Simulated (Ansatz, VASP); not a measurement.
# Sb3Pd: VASP beside Ansatz

```
Sb Pd
1.0
     8.30256    0.00000    0.00000
    -4.15128    7.19023    0.00000
     0.00000    0.00000    3.49563
Sb Pd
6 2
Direct
  0.81723 0.63446 0.25000
  0.18277 0.81723 0.75000
  0.36554 0.18277 0.25000
  0.18277 0.36554 0.75000
  0.81723 0.18277 0.25000
  0.63446 0.81723 0.75000
  0.33333 0.66667 0.25000
  0.66667 0.33333 0.75000
```

Alike in both runs: functional PBE; k mesh 3 × 3 × 6; occupations gaussian, width 0.1 eV; no spin polarisation.

Ansatz relaxed the structure, and its values are those at the end. VASP's run is a single point on that final structure, the one shown.

|  | VASP | Ansatz |
| --- | --- | --- |
| version | VASP 6.6.1 | Ansatz 0.2.0 |
| potentials or method | VASP PAW PBE potentials, release 64 (Sb, Pd), cutoff 520 eV | scalar-relativistic, plane waves, PAW |
| valence electrons in the cell | 50 | 126 |

Ansatz gave:

- gap on the k mesh at the Fermi level (eV): none
- pressure (GPa): -0.1
- rms of the force components (eV/Å): 0.004

Question: Estimate VASP's values.

Answer: gap on the k mesh at the Fermi level (eV): none; pressure (GPa): -0.3; rms of the force components (eV/Å): 0.001.

A gap of «none» marks a metal or a gap that the smearing closes. VASP's potentials hold 50 valence electrons a cell and Ansatz's 126, so a difference there can come from the potentials and not from the codes.

Spin-orbit coupling is off throughout.
